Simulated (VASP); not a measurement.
# Br (Cmce) in VASP: notebook, part 2 of 2

VASP 6.6.1. Earlier steps stand in the parts before.

## 4. Relaxation of cell and atoms, BLYP

This run uses another cell than the first one, of 33.99 Å³/atom.

File INCAR:

```
AGGAC    = 1.0          
AGGAX    = 1.0          
ALDAC    = 0.0          
ALDAX    = 1.0          
ALGO     = Normal         # electronic algorithm
EDIFF    = 1E-6           # SCF threshold, eV
EDIFFG   = -0.01          # ionic threshold
ENCUT    = 600            # plane-wave cutoff, eV
GGA      = B5             # functional
IBRION   = 2              # ionic algorithm
ISIF     = 3              # what is computed and relaxed
ISMEAR   = -1             # smearing method
LASPH    = True           # aspherical terms in the spheres
LCHARG   = False          # write CHGCAR
LREAL    = False          # projectors in reciprocal space
LWAVE    = False          # write WAVECAR
NELM     = 100            # most SCF steps
NSW      = 60             # ionic steps
PREC     = Accurate       # precision mode
SIGMA    = 0.05           # smearing width, eV
```

File KPOINTS:

```
k-points
0
Gamma
  7 7 3
```

File POSCAR:

```
Br
1.0
    3.3632500000     -2.3225500000      0.0000000000
    3.3632500000      2.3225500000      0.0000000000
    0.0000000000      0.0000000000      8.7023000000
Br
4
Direct
    0.3651000000      0.6349000000      0.3901000000
    0.1349000000      0.8651000000      0.8901000000
    0.6349000000      0.3651000000      0.6099000000
    0.8651000000      0.1349000000      0.1099000000
```

Launch:

```
$ cat potpaw_PBE.64/Br/POTCAR > POTCAR
$ mpirun -np 1 vasp_std > vasp.out
```

It took 57 min on 1 thread of AMD EPYC 7R13, shared host; peak memory 0.31 GiB.

Results (log left out):

- Free energy: -5.5297 eV
- Relaxed volume: 52.73 Å³/atom
- Relaxed cell: a = 5.697 Å, b = 5.697 Å, c = 8.923 Å, α = 90.00°, β = 90.00°, γ = 46.75°
- Space group after relaxing (to 0.1 Å): Cmce (No. 64)
- Energy gained by relaxing: 100.4 meV/atom
- Ionic steps: 36
- Pressure after relaxing: 0.0 GPa
- Largest force after relaxing: 0.010 eV/Å
- Band gap on the k mesh: 1.29 eV

Forces in eV/Å, atoms in the order of the input:
```
Br   0.000  0.006 -0.008
Br   0.000 -0.006 -0.008
Br   0.000 -0.006  0.008
Br   0.000  0.006  0.008
```

Step by step:
```
step  energy change (eV)  largest force (eV/Å)  pressure (GPa)  volume (Å³)
   1              0.0000                1.2940            3.76       135.95
   2             -0.0293                0.8517           -1.66       152.21
   3             -0.1684                0.1262            0.43       143.68
   4             -0.1685                0.1125            0.48       143.52
   5             -0.2014                0.0945            0.37       146.37
   6             -0.2736                0.0551            0.18       154.92
   7             -0.3437                0.0685            0.09       172.01
   8             -0.3638                0.1934            0.28       206.19
   9             -0.1763                0.8894           -1.64       234.73
  10             -0.3699                0.0845           -0.14       210.20
  11             -0.3700                0.0681           -0.10       209.76
  12             -0.3837                0.0481           -0.08       210.50
  13             -0.3993                0.0213           -0.04       211.42
  14             -0.3998                0.0281           -0.02       211.53
  15             -0.3998                0.0265           -0.03       211.51
  16             -0.3998                0.0258           -0.03       211.50
  17             -0.4005                0.0535            0.09       209.66
  18             -0.4006                0.0514            0.07       209.78
  19             -0.4008                0.0330            0.06       209.63
  20             -0.4010                0.0208            0.02       209.36
  21             -0.4010                0.0201            0.03       209.38
  22             -0.4010                0.0223            0.04       209.50
  23             -0.4010                0.0194            0.03       209.40
  24             -0.4010                0.0193            0.02       209.39
  25             -0.4010                0.0187            0.02       209.48
  26             -0.4012                0.0165            0.01       209.73
  27             -0.4013                0.0148           -0.02       210.25
  28             -0.4013                0.0214           -0.07       211.28
  29             -0.4014                0.0152           -0.04       210.67
  30             -0.4014                0.0115           -0.03       210.70
  31             -0.4015                0.0042           -0.01       210.77
  32             -0.4015                0.0286            0.02       210.92
  33             -0.4015                0.0140            0.00       210.84
  34             -0.4015                0.0141            0.00       210.85
  35             -0.4016                0.0124            0.00       210.87
  36             -0.4016                0.0096            0.00       210.92
```

Final structure:
```
Br
1.0
     5.22914   -2.26016    0.00000
     5.22914    2.26016    0.00000
     0.00000    0.00000    8.92294
Br
4
Direct
  0.36637 0.63363 0.38262
  0.13364 0.86636 0.88262
  0.63363 0.36637 0.61738
  0.86636 0.13364 0.11738
```

Levels at points of the mesh, in eV from the valence-band top:
| k point | band 11 | band 12 | band 13 | band 14 | band 15 | band 16 | band 17 | band 18 |
| --- | --- | --- | --- | --- | --- | --- | --- | --- |
| (0.00, 0.00, 0.00) | -1.09 | -0.72 | -0.28 | 0.00 | 1.29 | 2.03 | 5.27 | 6.61 |

Caveat: the volume moved by over 15 % at a fixed basis, so the end points are rough; this functional lacks dispersion, which holds the molecules together, so the pressure and a relaxed volume are unreliable; the PAW data sets were made with another functional, which shifts forces and pressure a little; an odd mesh through Γ misses points on the zone boundary, where band edges can lie. Zero-point motion and thermal expansion aren't in these numbers.

## 5. Single point, LDA

This run uses another cell than the first one, of 33.99 Å³/atom.

File INCAR:

```
ALGO = Normal
EDIFF = 1E-6
ENCUT = 520
ISIF = 2
ISMEAR = 0
LASPH = True
LCHARG = True
LELF = True
LREAL = False
LVHAR = True
LWAVE = False
NBANDS = 22
NELM = 60
PREC = Accurate
SIGMA = 0.01
```

File KPOINTS:

```
k-points
0
Gamma
  6 6 4
```

POSCAR is that of step 4.

Potentials or basis: VASP PAW LDA potentials, release 64 (Br).

Launch:

```
$ cat potpaw_LDA.64/Br/POTCAR > POTCAR
$ mpirun -np 1 vasp_std > vasp.out
```

Run time: 53 s. Hardware: 1 thread of Intel Xeon Platinum 8488C (Sapphire Rapids), shared host; peak memory 0.24 GiB.

Results (log left out):

| Quantity | Value |
| --- | --- |
| Free energy | -8.0750 eV |
| Pressure | -1.2 GPa |
| Largest force | 0.727 eV/Å |
| Band gap on the k mesh | 1.74 eV (least direct gap 1.77 eV) |

Forces in eV/Å, atoms in the order of the input:
```
Br   0.000  0.308 -0.659
Br   0.000 -0.308 -0.659
Br   0.000 -0.308  0.659
Br   0.000  0.308  0.659
```

Stress tensor (GPa, compression positive):
```
-1.09  0.00  0.00
 0.00 -1.88  0.00
 0.00  0.00 -0.59
```

Levels at points of the mesh, in eV from the valence-band top:
| k point | band 10 | band 11 | band 12 | band 13 | band 14 | band 15 | band 16 | band 17 | band 18 | band 19 |
| --- | --- | --- | --- | --- | --- | --- | --- | --- | --- | --- |
| (0.00, 0.00, 0.00) | -1.65 | -0.98 | -0.38 | -0.08 | -0.03 | 1.74 | 2.52 | 5.55 | 6.30 | 7.08 |
| (0.50, 0.00, 0.00) | -2.03 | -0.86 | -0.86 | -0.26 | -0.26 | 2.43 | 2.43 | 6.81 | 6.81 | 8.89 |
| (0.50, 0.50, 0.00) | -2.39 | -1.40 | -1.20 | -0.42 | -0.02 | 1.80 | 2.19 | 7.02 | 7.27 | 7.39 |
| (0.00, 0.00, 0.50) | -1.66 | -0.86 | -0.86 | -0.06 | -0.06 | 1.95 | 1.95 | 6.31 | 6.31 | 7.98 |
| (0.50, 0.00, 0.50) | -2.08 | -0.56 | -0.56 | 0.00 | 0.00 | 2.13 | 2.13 | 7.12 | 7.12 | 8.30 |
| (0.50, 0.50, 0.50) | -2.33 | -0.96 | -0.96 | -0.65 | -0.65 | 1.86 | 1.86 | 7.71 | 7.71 | 8.80 |

## 6. Summary

```tsv
task	level	potentials or basis	cell	k mesh	cutoff (eV)	smearing	gap on the mesh (eV)	pressure (GPa)	relaxed volume (Å³/atom)	largest force (eV/Å)
single point	BLYP	VASP PAW PBE potentials, release 64 (Br)	a = 6.553, b = 6.553, c = 8.897 Å, angles 90.0, 90.0, 40.4°, 4 atoms, atomic positions A	7 × 7 × 3	520	fermi-dirac 0.05 eV	1.31	0.0	-	0.02
relaxation of cell and atoms	revPBE	VASP PAW PBE potentials, release 64 (Br)	relaxed from a = 4.087, b = 4.087, c = 8.702 Å, angles 90.0, 90.0, 69.3°, 4 atoms, atomic positions B	7 × 7 × 3	600	fermi-dirac 0.05 eV	1.61	0.0	53.79	0.01
relaxation of cell and atoms	BLYP	VASP PAW PBE potentials, release 64 (Br)	relaxed from a = 4.087, b = 4.087, c = 8.702 Å, angles 90.0, 90.0, 69.3°, 4 atoms, atomic positions B	7 × 7 × 3	600	fermi-dirac 0.05 eV	1.29	0.0	52.73	0.01
single point	LDA	VASP PAW LDA potentials, release 64 (Br)	a = 4.087, b = 4.087, c = 8.702 Å, angles 90.0, 90.0, 69.3°, 4 atoms, atomic positions B	6 × 6 × 4	520	gaussian 0.01 eV	1.74	-1.2	-	0.73
```

Alike in all rows: no spin polarisation.

Caveats: this functional lacks dispersion, which holds the molecules together, so the pressure and a relaxed volume are unreliable (at least some runs); the PAW data sets were made with another functional, which shifts forces and pressure a little (at least some runs); an odd mesh through Γ misses points on the zone boundary, where band edges can lie (at least some runs); the volume moved by over 15 % at a fixed basis, so the end points are rough (at least some runs).

Absolute energies hang on the potentials; compare differences alone.
